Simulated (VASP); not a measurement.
# CsBr2 (R-3m) in VASP: further runs

CsBr2 is run at these levels: PBE; tasks: relaxation of cell and atoms, single point.

Program: VASP 6.6.1. These are calculated values, not measurements. Logs are shortened: lines on timing, memory, paths and dates and some standing lists are left out, and cuts for length are marked.

### 1 The cell of the first run

It takes space group R-3m (No. 166, trigonal). Conventional cell: a = 4.360 Å, b = 4.360 Å, c = 19.751 Å, α = 90.00°, β = 90.00°, γ = 120.00°. Cs (site symmetry -3m) has 6 Br at 3.01 Å within 4.0 Å. Br (site symmetry 3m) has 3 Cs at 3.01 Å and 12 Br at 4.14 to 4.36 Å within 4.4 Å.

### 2 Relaxation of cell and atoms, PBE

The input, INCAR:

```
SYSTEM = CsBr2
  PREC = Accurate
  ENCUT = 600
  EDIFF = 1E-7
  ISMEAR = 0
  SIGMA = 0.1
  LREAL = .False.
  LASPH = .True.
  NELM = 80
  ALGO = Normal
  ISIF = 3
  LWAVE = .False.
  LCHARG = .False.
  GGA = PE
  IBRION = 2
  NSW = 90
  EDIFFG = -0.04
```

The input, KPOINTS:

```
Automatic mesh
0
Gamma
  6 6 6
  0 0 0
```

The input, POSCAR:

```
CsBr2
1.0
    2.1798769990      1.2585525722      6.5837861775
   -2.1798769990      1.2585525722      6.5837861775
    0.0000000000     -2.5171051443      6.5837861775
Cs Br
1 2
Direct
    0.0000000000      0.0000000000      0.0000000000
    0.7500000000      0.7500000000      0.7500000000
    0.2500000000      0.2500000000      0.2500000000
```

Potentials or basis: VASP PAW PBE potentials, release 64 (Cs_sv, Br).

Command:

```console
$ cat potpaw_PBE.64/Cs_sv/POTCAR potpaw_PBE.64/Br/POTCAR > POTCAR
$ mpirun -np 1 vasp_std > vasp.out
```

OUTCAR:

```text
SYSTEM = CsBr2
   PREC = Accurate
   ENCUT = 600
   EDIFF = 1E-7
   ISMEAR = 0
   LREAL = .False.
   LASPH = .True.
   NELM = 80
   ISIF = 3
   GGA = PE
   IBRION = 2
   NSW = 90
   EDIFFG = -0.04

 ion  position               nearest neighbor table
   1  0.000  0.000  0.000-
   2  0.750  0.750  0.750-
   3  0.250  0.250  0.250-

  LATTYP: Found a trigonal (rhomboedric) cell.
 ALAT       =     7.0485501161
 COS(alpha) =     0.8087090651

  Lattice vectors:

 A1 = (   2.1798769990,   1.2585525722,   6.5837861775)
 A2 = (  -2.1798769990,   1.2585525722,   6.5837861775)
 A3 = (   0.0000000000,  -2.5171051443,   6.5837861775)

Analysis of symmetry for initial positions (statically):
=====================================================================
 Subroutine PRICEL returns:
 Original cell was already a primitive cell.

 Routine SETGRP: Setting up the symmetry group for a
 trigonal (rhombohedral) supercell.

 Subroutine GETGRP returns: Found 12 space group operations
 (whereof 12 operations were pure point group operations)
 out of a pool of 12 trial point group operations.

The static configuration has the point symmetry D_3d.

Analysis of symmetry for dynamics (positions and initial velocities):
=====================================================================
 Subroutine PRICEL returns:
 Original cell was already a primitive cell.

 Routine SETGRP: Setting up the symmetry group for a
 trigonal (rhombohedral) supercell.

 Subroutine GETGRP returns: Found 12 space group operations
 (whereof 12 operations were pure point group operations)
 out of a pool of 12 trial point group operations.

The dynamic configuration has the point symmetry D_3d.

 Subroutine INISYM returns: Found 12 space group operations
 (whereof 12 operations are pure point group operations),
 and found     1 'primitive' translations

----------------------------------------------------------------------------------------

                                     Primitive cell

  volume of cell :     108.3753

  direct lattice vectors                    reciprocal lattice vectors
     2.179876999  1.258552572  6.583786178     0.229370740  0.132427258  0.050629429
    -2.179876999  1.258552572  6.583786178    -0.229370740  0.132427258  0.050629429
     0.000000000 -2.517105144  6.583786178     0.000000000 -0.264854517  0.050629429

  length of vectors
     7.048550116  7.048550116  7.048550116     0.269650244  0.269650244  0.269650244

  position of ions in fractional coordinates (direct lattice)
     0.000000000  0.000000000  0.000000000
     0.750000000  0.750000000  0.750000000
     0.250000000  0.250000000  0.250000000

  ion indices of the primitive-cell ions
   primitive index   ion index
                 1           1
                 2           2
                 3           3

----------------------------------------------------------------------------------------

 KPOINTS: Automatic mesh

Automatic generation of k-mesh.
 Grid dimensions read from file:
 generate k-points for:    6    6    6

 Generating k-lattice:

  Cartesian coordinates                     Fractional coordinates (reciprocal lattice)
     0.038228457  0.022071210  0.008438238     0.166666667  0.000000000  0.000000000
    -0.038228457  0.022071210  0.008438238     0.000000000  0.166666667  0.000000000
     0.000000000 -0.044142419  0.008438238     0.000000000  0.000000000  0.166666667

  Length of vectors
     0.044941707  0.044941707  0.044941707

  Shift w.r.t. Gamma in fractional coordinates (k-lattice)
     0.000000000  0.000000000  0.000000000

 Subroutine IBZKPT returns following result:
 ===========================================

 Found     32 irreducible k-points:

 Following reciprocal coordinates:
            Coordinates               Weight
  0.000000  0.000000  0.000000      1.000000
  0.166667  0.000000 -0.000000      6.000000
  0.333333  0.000000  0.000000      6.000000
  0.500000  0.000000  0.000000      3.000000
  0.166667  0.166667 -0.000000      6.000000
  0.333333  0.166667  0.000000     12.000000
[... 16 lines left out ...]
  0.500000  0.500000  0.166667      6.000000
 -0.333333  0.500000  0.166667     12.000000
 [... further k-points ...]
   k-points           NKPTS =     32   k-points in BZ     NKDIM =     32   number of bands    NBANDS=     15
   number of dos      NEDOS =    301   number of ions     NIONS =      3
   total plane-waves  NPLWV = 175616
   dimension x,y,z NGX =    56 NGY =   56 NGZ =   56
   dimension x,y,z NGXF=   112 NGYF=  112 NGZF=  112
   ions per type =               1   2
   NGX,Y,Z   is equivalent  to a cutoff of  13.21, 13.21, 13.21 a.u.
   NGXF,Y,Z  is equivalent  to a cutoff of  26.42, 26.42, 26.42 a.u.
 SYSTEM =  CsBr2
   PREC   = accura    normal or accurate (medium, high low for compatibility)
   ISTART =      0    job   : 0-new  1-cont  2-samecut
   ICHARG =      2    charge: 1-file 2-atom 10-const
   ISPIN  =      1    spin polarized calculation?
   LNONCOLLINEAR =      F non collinear calculations
   LSORBIT =      F    spin-orbit coupling
   LASPH  =      T    aspherical Exc in radial PAW
   ENCUT  =  600.0 eV  44.10 Ry    6.64 a.u.  14.08 14.08 14.08*2*pi/ulx,y,z
   NELM   =     80;   NELMIN=  2; NELMDL= -5     # of ELM steps
   EDIFF  = 0.1E-06   stopping-criterion for ELM
   LREAL  =      F    real-space projection
   EDIFFG = -.4E-01   stopping-criterion for IOM
   NSW    =     90    number of steps for IOM
   IBRION =      2    ionic relax: 0-MD 1-quasi-New 2-CG
   NFREE  =      1    steps in history (QN), initial steepest desc. (CG)
   ISIF   =      3    stress and relaxation
   ISYM   =      2    0-nonsym 1-usesym 2-fastsym
   POTIM  = 0.5000    time-step for ionic-motion
   TEBEG  =    0.0;   TEEND  =   0.0 temperature during run
   PSTRESS=    0.0 pullay stress
   NELECT =      23.0000    total number of electrons
   NUPDOWN=      -1.0000    fix difference up-down
   EMIN   =  10.00;   EMAX   =-10.00  energy-range for DOS
   EFERMI =   0.00;   METHOD = LEGACY
   ISMEAR =     0;   SIGMA  =   0.10  broadening in eV -4-tet -1-fermi 0-gaus
   EFERMI_NEDOS =   21; number of points for ismear=-14 and -15
   IALGO  =     38    algorithm
   IMIX   =      4    mixing-type and parameters
     AMIX     =   0.40;   BMIX     =  1.00
     AMIX_MAG =   1.60;   BMIX_MAG =  1.00
  volume/ion in A,a.u.               =      36.13       243.78
  Fermi-wavevector in a.u.,A,eV,Ry     =   0.976504  1.845325 12.973971  0.953560
  Thomas-Fermi vector in A             =   2.107128
   LORBIT       =      0    0 simple, 1 ext, 2 COOP (PROOUT), +10 PAW based schemes
   GGA     = PE    functional components
   LHFCALC =     F    Hartree Fock is set to
   AEXX    =    0.0000 exact exchange contribution
   IVDW    =     0    specifies the selected vdW correction
   LEPSILON=     F    determine dielectric tensor
   LRPA    =     F    only Hartree local field effects (RPA)
 conjugate gradient relaxation of ions
 non-spin polarized calculation
 Gauss-broadening in eV      SIGMA  =   0.10
  energy-cutoff  :      600.00
  volume of cell :      108.38
 maximum number of plane-waves:      3638
   NGX = 29   NGY = 29   NGZ = 29

--------------------------------------- Ionic step        1  -------------------------------------------

 number of electron      22.9999998 magnetization

 Free energy of the ion-electron system (eV)
  ---------------------------------------------------
  ext. energy  EPLUGINS =         0.00000000
  ---------------------------------------------------
  free energy    TOTEN  =        -4.91202134 eV

  energy without entropy =       -4.87759778  energy(sigma->0) =       -4.89480956

------------------------ aborting loop because EDIFF is reached ----------------------------------------

  FORCE on cell =-STRESS in cart. coord.  units (eV):
  Direction    XX          YY          ZZ          XY          YZ          ZX
  --------------------------------------------------------------------------------------
  -------------------------------------------------------------------------------------
  Total        8.1953304      8.1953304      5.6786383      0.0000000      0.0000000      0.0000000
  in kB      121.1565041    121.1565041     83.9507291      0.0000000      0.0000000      0.0000000
  external PRESSURE =     108.7545791 kB  Pullay stress =       0.0000000 kB
[... 92 lines left out ...]
  FREE ENERGIE OF THE ION-ELECTRON SYSTEM (eV)
  ---------------------------------------------------
  free  energy   TOTEN  =        -6.4987479005 eV

  energy  without entropy=       -6.4219975950  energy(sigma->0) =       -6.46037275

[... ionic steps 4 to 11 ...]

--------------------------------------- Ionic step       12  -------------------------------------------

 number of electron      23.0000000 magnetization

------------------------ aborting loop because EDIFF is reached ----------------------------------------
[... 69 lines left out ...]
--------------------------------------- Ionic step       14  -------------------------------------------

 number of electron      23.0000000 magnetization

 Free energy of the ion-electron system (eV)
  ---------------------------------------------------
  ext. energy  EPLUGINS =         0.00000000
  ---------------------------------------------------
  free energy    TOTEN  =        -6.84311207 eV

  energy without entropy =       -6.77405126  energy(sigma->0) =       -6.80858166

 E-fermi :  -2.4637     XC(G=0):  -6.6212

 val. band max:       -2.4649482046   @ k =   0.5000   0.3333  -0.0000
 cond. band min:      -2.4599149059   @ k =   0.3333   0.1667   0.1667
 fundamental gap:      0.0050332987
 Fermi energy:        -2.4636927913

 k-point     1 :       0.0000    0.0000    0.0000
  band No.  band energies     occupation
      1     -21.4803      2.00000
      2     -15.0083      2.00000
      3     -14.8205      2.00000
      4      -8.3429      2.00000
      5      -8.3300      2.00000
      6      -8.3300      2.00000
      7      -3.3671      2.00000
      8      -3.3125      2.00000
      9      -3.3125      2.00000
     10      -2.4859      1.24703
     11      -2.4859      1.24703
     12      -2.4400      0.73805
     13       2.7128      0.00000
     14       4.6258      0.00000
[... 401 lines left out ...]
      2     -14.9598      2.00000
      3     -14.9110      2.00000
      4      -8.4005      2.00000
      5      -8.3605      2.00000
      6      -8.2831      2.00000
      7      -3.4943      2.00000
      8      -3.1803      2.00000
      9      -2.9885      2.00000
     10      -2.6560      1.99347
     11      -2.4945      1.33650
     12      -2.4087      0.43712
     13       4.1866      0.00000
     14       4.7994      0.00000
     15       5.0776      0.00000

 [... further k-points ...]

------------------------ aborting loop because EDIFF is reached ----------------------------------------

  FORCE on cell =-STRESS in cart. coord.  units (eV):
  Direction    XX          YY          ZZ          XY          YZ          ZX
  --------------------------------------------------------------------------------------
  -------------------------------------------------------------------------------------
  Total       -0.0053511     -0.0053511      0.0376056      0.0000000      0.0000000      0.0000000
  in kB       -0.0557889     -0.0557889      0.3920669      0.0000000      0.0000000      0.0000000
  external PRESSURE =       0.0934964 kB  Pullay stress =       0.0000000 kB
[... 18 lines left out ...]
  FREE ENERGIE OF THE ION-ELECTRON SYSTEM (eV)
  ---------------------------------------------------
  free  energy   TOTEN  =        -6.8431120672 eV

  energy  without entropy=       -6.7740512564  energy(sigma->0) =       -6.80858166

 reached required accuracy - stopping structural energy minimisation
```

Wall time 29 min (1 thread of Intel Xeon Platinum 8175M at 2.50GHz (Skylake/Cascade Lake), shared host); peak memory 0.49 GiB.

Results:

* Free energy: -6.8431 eV
* Relaxed volume: 51.23 Å³/atom
* Relaxed cell: a = 6.111 Å, b = 6.111 Å, c = 6.111 Å, α = 57.92°, β = 57.92°, γ = 57.92°
* Space group after relaxing (to 0.1 Å): R-3m (No. 166)
* Energy gained by relaxing: 643.7 meV/atom
* Ionic steps: 14
* Pressure after relaxing: 0.0 GPa
* Band gap on the k mesh: zero (an odd number of electrons rules out a gap without spin polarisation)

Forces on the atoms (eV/Å):
```
Cs   0.000  0.000  0.000
Br   0.000  0.000 -0.002
Br   0.000  0.000  0.002
```

The path:
| step | energy change (eV) | largest force (eV/Å) | pressure (GPa) | volume (Å³) |
| --- | --- | --- | --- | --- |
| 1 | 0.0000 | 1.9902 | 10.88 | 108.38 |
| 2 | -1.5147 | 0.3403 | 1.27 | 151.50 |
| 3 | -1.5867 | 0.1765 | 0.55 | 161.66 |
| 4 | -1.6090 | 0.0452 | -0.31 | 183.30 |
| 5 | -1.6159 | 0.0066 | -0.13 | 176.88 |
| 6 | -1.6161 | 0.0210 | -0.07 | 175.29 |
| 7 | -1.6315 | 0.0335 | -0.07 | 174.71 |
| 8 | -1.6775 | 0.0658 | -0.08 | 172.66 |
| 9 | -1.7710 | 0.1033 | -0.10 | 167.28 |
| 10 | -1.9292 | 0.0237 | 0.13 | 151.00 |
| 11 | -1.9237 | 0.0380 | 0.31 | 148.42 |
| 12 | -1.9292 | 0.0085 | 0.18 | 150.25 |
| 13 | -1.9293 | 0.0110 | -0.14 | 157.08 |
| 14 | -1.9311 | 0.0024 | 0.01 | 153.68 |

Final structure:
```
CELL_PARAMETERS angstrom
2.95906 1.70841 5.06648
-2.95906 1.70841 5.06648
0.00000 -3.41682 5.06648
ATOMIC_POSITIONS crystal
Cs 0.00000 0.00000 0.00000
Br 0.75863 0.75863 0.75863
Br 0.24137 0.24137 0.24137
```

Levels at points of the mesh, in eV from the Fermi level:
```tsv
k point	band 9	band 10	band 11	band 12	band 13	band 14	band 15
(0.00, 0.00, 0.00)	-0.85	-0.02	-0.02	0.02	5.18	7.09	7.09
(0.50, 0.00, 0.00)	-0.47	-0.44	-0.27	-0.17	7.31	7.38	7.39
(0.50, 0.50, 0.00)	-0.62	-0.07	-0.05	0.09	6.44	7.21	7.81
(0.50, 0.50, 0.50)	-0.46	-0.43	-0.38	-0.38	7.14	7.22	8.40
```

Caveat: the volume moved by over 15 % at a fixed basis, so the end points are rough; spin-orbit coupling is left out, which moves the levels of the heavy elements; an odd number of electrons without spin polarisation forces a metal; a magnetic or distorted state may lie lower.

[end of part 1 of 2]
